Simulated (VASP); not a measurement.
# WSe2 in VASP: further runs, part 2 of 2

VASP 6.6.1. Earlier steps stand in the parts before.

### 6 Single point, PBE+D3(BJ)

This run uses another cell than the first one, of 17.29 Å³/atom, 0.821 times its volume.

File INCAR:

```
SYSTEM = WSe2
ALGO = Normal ; EDIFF = 1E-6
ENCUT = 520 ; GGA = PE
ISIF = 2 ; ISMEAR = 0
IVDW = 12 ; LASPH = .True.
LCHARG = .False. ; LREAL = .False.
LWAVE = .False. ; NBANDS = 35
NELM = 80 ; PREC = Accurate
SIGMA = 0.02
```

File KPOINTS:

```
k-points
0
Gamma
  12 12 2
  0 0 0
```

File POSCAR:

```
WSe2
1.0
    3.1314837531      0.0000000000      0.0000000000
   -1.5657418766      2.7119444817      0.0000000000
    0.0000000000      0.0000000000     12.2171462894
W Se
2 4
Direct
    0.6666666667      0.3333333333      0.2500000000
    0.3333333333      0.6666666667      0.7500000000
    0.3333333333      0.6666666667      0.3909344501
    0.6666666667      0.3333333333      0.8909344501
    0.3333333333      0.6666666667      0.1090655499
    0.6666666667      0.3333333333      0.6090655499
```

Potentials or basis: VASP PAW PBE potentials, release 64 (W_sv, Se).

Command:

```sh
cat potpaw_PBE.64/W_sv/POTCAR potpaw_PBE.64/Se/POTCAR > POTCAR
mpirun -np 1 vasp_std > vasp.out
```

OUTCAR:

```text
SYSTEM = WSe2
   EDIFF = 1E-6
   ENCUT = 520
   GGA = PE
   ISIF = 2
   ISMEAR = 0
   IVDW = 12
   LASPH = .True.
   LREAL = .False.
   NELM = 80
   PREC = Accurate
 IVDW          = 12

 ion  position               nearest neighbor table
   1  0.667  0.333  0.250-   3 2.50   5 2.50   3 2.50   5 2.50   3 2.50   5 2.50
   2  0.333  0.667  0.750-   4 2.50   6 2.50   4 2.50   6 2.50   4 2.50   6 2.50
   3  0.333  0.667  0.391-   1 2.50   1 2.50   1 2.50
   4  0.667  0.333  0.891-   2 2.50   2 2.50   2 2.50
   5  0.333  0.667  0.109-   1 2.50   1 2.50   1 2.50
   6  0.667  0.333  0.609-   2 2.50   2 2.50   2 2.50

  LATTYP: Found a hexagonal cell.
 ALAT       =     3.1314837531
 C/A-ratio  =     3.9013922002

  Lattice vectors:

 A1 = (   3.1314837531,   0.0000000000,   0.0000000000)
 A2 = (  -1.5657418766,   2.7119444817,   0.0000000000)
 A3 = (   0.0000000000,   0.0000000000,  12.2171462894)

Analysis of symmetry for initial positions (statically):
=====================================================================
 Subroutine PRICEL returns:
 Original cell was already a primitive cell.

 Routine SETGRP: Setting up the symmetry group for a
 hexagonal supercell.

 Subroutine GETGRP returns: Found 24 space group operations
 (whereof 12 operations were pure point group operations)
 out of a pool of 24 trial point group operations.

The static configuration has the point symmetry D_3d.
 The point group associated with its full space group is D_6h.

Analysis of symmetry for dynamics (positions and initial velocities):
=====================================================================
 Subroutine PRICEL returns:
 Original cell was already a primitive cell.

 Routine SETGRP: Setting up the symmetry group for a
 hexagonal supercell.

 Subroutine GETGRP returns: Found 24 space group operations
 (whereof 12 operations were pure point group operations)
 out of a pool of 24 trial point group operations.

The dynamic configuration has the point symmetry D_3d.
 The point group associated with its full space group is D_6h.

 Subroutine INISYM returns: Found 24 space group operations
 (whereof 12 operations are pure point group operations),
 and found     1 'primitive' translations

----------------------------------------------------------------------------------------

                                     Primitive cell

  volume of cell :     103.7530

  direct lattice vectors                    reciprocal lattice vectors
     3.131483753  0.000000000  0.000000000     0.319337438  0.184369556  0.000000000
    -1.565741877  2.711944482  0.000000000     0.000000000  0.368739112  0.000000000
     0.000000000  0.000000000 12.217146289     0.000000000  0.000000000  0.081852175

  length of vectors
     3.131483753  3.131483753 12.217146289     0.368739112  0.368739112  0.081852175

  position of ions in fractional coordinates (direct lattice)
     0.666666667  0.333333333  0.250000000
     0.333333333  0.666666667  0.750000000
     0.333333333  0.666666667  0.390934450
     0.666666667  0.333333333  0.890934450
     0.333333333  0.666666667  0.109065550
     0.666666667  0.333333333  0.609065550

  ion indices of the primitive-cell ions
   primitive index   ion index
[... 35 lines left out ...]
  0.000000  0.000000  0.000000      1.000000
  0.083333  0.000000  0.000000      6.000000
  0.166667  0.000000  0.000000      6.000000
  0.250000  0.000000  0.000000      6.000000
  0.333333  0.000000  0.000000      6.000000
  0.416667  0.000000  0.000000      6.000000
[... 16 lines left out ...]
  0.250000  0.000000  0.500000      6.000000
  0.333333  0.000000  0.500000      6.000000
 [... further k-points ...]
   k-points           NKPTS =     38   k-points in BZ     NKDIM =     38   number of bands    NBANDS=     35
   number of dos      NEDOS =    301   number of ions     NIONS =      6
   total plane-waves  NPLWV =  55296
   dimension x,y,z NGX =    24 NGY =   24 NGZ =   96
   dimension x,y,z NGXF=    48 NGYF=   48 NGZF=  192
   ions per type =               2   4
   NGX,Y,Z   is equivalent  to a cutoff of  12.74, 12.74, 13.06 a.u.
   NGXF,Y,Z  is equivalent  to a cutoff of  25.48, 25.48, 26.13 a.u.
 SYSTEM =  WSe2
   PREC   = accura    normal or accurate (medium, high low for compatibility)
   ISTART =      0    job   : 0-new  1-cont  2-samecut
   ICHARG =      2    charge: 1-file 2-atom 10-const
   ISPIN  =      1    spin polarized calculation?
   LNONCOLLINEAR =      F non collinear calculations
   LSORBIT =      F    spin-orbit coupling
   LASPH  =      T    aspherical Exc in radial PAW
   ENCUT  =  520.0 eV  38.22 Ry    6.18 a.u.   5.82  5.82 22.72*2*pi/ulx,y,z
   NELM   =     80;   NELMIN=  2; NELMDL= -5     # of ELM steps
   EDIFF  = 0.1E-05   stopping-criterion for ELM
   LREAL  =      F    real-space projection
   EDIFFG = 0.1E-04   stopping-criterion for IOM
   NSW    =      0    number of steps for IOM
   IBRION =     -1    ionic relax: 0-MD 1-quasi-New 2-CG
   NFREE  =      0    steps in history (QN), initial steepest desc. (CG)
   ISIF   =      2    stress and relaxation
   ISYM   =      2    0-nonsym 1-usesym 2-fastsym
   POTIM  = 0.5000    time-step for ionic-motion
   TEBEG  =    0.0;   TEEND  =   0.0 temperature during run
   PSTRESS=    0.0 pullay stress
   NELECT =      52.0000    total number of electrons
   NUPDOWN=      -1.0000    fix difference up-down
   EMIN   =  10.00;   EMAX   =-10.00  energy-range for DOS
   EFERMI =   0.00;   METHOD = LEGACY
   ISMEAR =     0;   SIGMA  =   0.02  broadening in eV -4-tet -1-fermi 0-gaus
   EFERMI_NEDOS =   21; number of points for ismear=-14 and -15
   IALGO  =     38    algorithm
   IMIX   =      4    mixing-type and parameters
     AMIX     =   0.40;   BMIX     =  1.00
     AMIX_MAG =   1.60;   BMIX_MAG =  1.00
  volume/ion in A,a.u.               =      17.29       116.69
  Fermi-wavevector in a.u.,A,eV,Ry     =   1.300396  2.457393 23.007865  1.691030
  Thomas-Fermi vector in A             =   2.431598
   LORBIT       =      0    0 simple, 1 ext, 2 COOP (PROOUT), +10 PAW based schemes
   GGA     = PE    functional components
   LHFCALC =     F    Hartree Fock is set to
   AEXX    =    0.0000 exact exchange contribution
   IVDW    =    12    specifies the selected vdW correction
   LEPSILON=     F    determine dielectric tensor
   LRPA    =     F    only Hartree local field effects (RPA)
 non-spin polarized calculation
 Gauss-broadening in eV      SIGMA  =   0.02
  energy-cutoff  :      520.00
  volume of cell :      103.75
 maximum number of plane-waves:      2816
 NGX is ok and might be reduce to    24
   NGX = 11   NGY = 11   NGZ = 45

 number of electron      51.9999993 magnetization

 Free energy of the ion-electron system (eV)
  ---------------------------------------------------
  ext. energy  EPLUGINS =         0.00000000
  ---------------------------------------------------
  free energy    TOTEN  =       -42.07908834 eV

  energy without entropy =      -42.07908834  energy(sigma->0) =      -42.07908834

 E-fermi :   8.4669     XC(G=0): -11.7065

 val. band max:        8.1824885356   @ k =   0.0000   0.0000   0.0000
 cond. band min:       8.7585658866   @ k =   0.1667   0.1667   0.0000
 fundamental gap:      0.5760773510
 Fermi energy:         8.4668955025

 k-point     1 :       0.0000    0.0000    0.0000
  band No.  band energies     occupation
      1     -65.9582      2.00000
      2     -65.9582      2.00000
      3     -30.3311      2.00000
      4     -30.3310      2.00000
      5     -30.0293      2.00000
      6     -30.0293      2.00000
[... 901 lines left out ...]
     34      12.4207      0.00000
     35      13.7811      0.00000

 [... further k-points ...]

------------------------ aborting loop because EDIFF is reached ----------------------------------------

 Edisp (eV)   -3.29364

 E8    (eV) :    -1.4701

  FORCE on cell =-STRESS in cart. coord.  units (eV):
  Direction    XX          YY          ZZ          XY          YZ          ZX
  --------------------------------------------------------------------------------------
  -------------------------------------------------------------------------------------
  Total      10.20628    10.20628     5.88108    -0.00000     0.00000    -0.00000
  in kB     157.60760   157.60760    90.81699    -0.00000     0.00000    -0.00000
  external pressure =      135.34 kB  Pullay stress =        0.00 kB

 VOLUME and BASIS-vectors are now :
 -----------------------------------------------------------------------------
  energy-cutoff  :      520.00
  volume of cell :      103.75
      direct lattice vectors                 reciprocal lattice vectors
     3.131483753  0.000000000  0.000000000     0.319337438  0.184369556  0.000000000
    -1.565741877  2.711944482  0.000000000     0.000000000  0.368739112  0.000000000
     0.000000000  0.000000000 12.217146289     0.000000000  0.000000000  0.081852175

 POSITION                                       TOTAL-FORCE (eV/Angst)
 -----------------------------------------------------------------------------------
      1.56574      0.90398      3.05429        -0.000000     -0.000000      0.000000
     -0.00000      1.80796      9.16286         0.000000     -0.000000      0.000000
     -0.00000      1.80796      4.77610        -0.000000      0.000000      0.058892
      1.56574      0.90398     10.88468        -0.000000     -0.000000      0.058892
     -0.00000      1.80796      1.33247        -0.000000      0.000000     -0.058892
      1.56574      0.90398      7.44104        -0.000000      0.000000     -0.058892
 -----------------------------------------------------------------------------------
    total drift:                               -0.000000      0.000000     -0.000000

  FREE ENERGIE OF THE ION-ELECTRON SYSTEM (eV)
  ---------------------------------------------------
  free  energy   TOTEN  =       -45.3727309719 eV

  energy  without entropy=      -45.3727309719  energy(sigma->0) =      -45.37273097
```

Wall time 56 s (1 thread of Intel Xeon 6975P-C (Granite Rapids), shared host); peak memory 0.29 GiB.

Results:

- Free energy: -45.3727 eV
- Pressure: 13.5 GPa
- Largest force: 0.059 eV/Å
- Band gap on the k mesh: 0.58 eV, indirect (least direct gap 1.19 eV)
- Dispersion energy per atom: -0.549 eV

Forces on the atoms (eV/Å):
```
W    0.000  0.000  0.000
W    0.000  0.000  0.000
Se   0.000  0.000  0.059
Se   0.000  0.000  0.059
Se   0.000  0.000 -0.059
Se   0.000  0.000 -0.059
```

Stress tensor (GPa, compression positive):
```
15.76  0.00  0.00
 0.00 15.76  0.00
 0.00  0.00  9.08
```

Caveat: spin-orbit coupling is left out, which moves the levels of the heavy elements. Expect the measured gap to be larger: semilocal functionals such as PBE lack the derivative discontinuity.

### 7 Summary

| task | cell | k mesh | cutoff (eV) | gap on the mesh (eV) | pressure (GPa) | largest force (eV/Å) |
| --- | --- | --- | --- | --- | --- | --- |
| relaxation of shape and atoms at fixed volume | relaxed from a = 3.326, b = 3.326, c = 13.187 Å, angles 90.0, 90.0, 120.0°, 6 atoms | 9 × 9 × 2 | 600 | 1.18 | -1.9 | 0.01 |
| single point | a = 3.427, b = 3.427, c = 13.369 Å, angles 90.0, 90.0, 120.0°, 6 atoms | 12 × 12 × 2 | 520 | 0.74 | -6.3 | 0.04 |
| relaxation of cell and atoms | relaxed from a = 3.279, b = 3.279, c = 12.793 Å, angles 90.0, 90.0, 120.0°, 6 atoms | 12 × 12 × 2 | 600 | 0.89 | 0.0 | - |
| single point | a = 3.131, b = 3.131, c = 12.217 Å, angles 90.0, 90.0, 120.0°, 6 atoms | 12 × 12 × 2 | 520 | 0.58 | 13.5 | 0.06 |

Alike in all rows: level PBE+D3(BJ); potentials or basis VASP PAW PBE potentials, release 64 (W_sv, Se); no spin polarisation; smearing gaussian 0.02 eV.

Caveats: spin-orbit coupling is left out, which moves the levels of the heavy elements.

Absolute energies hang on the potentials; compare differences alone.
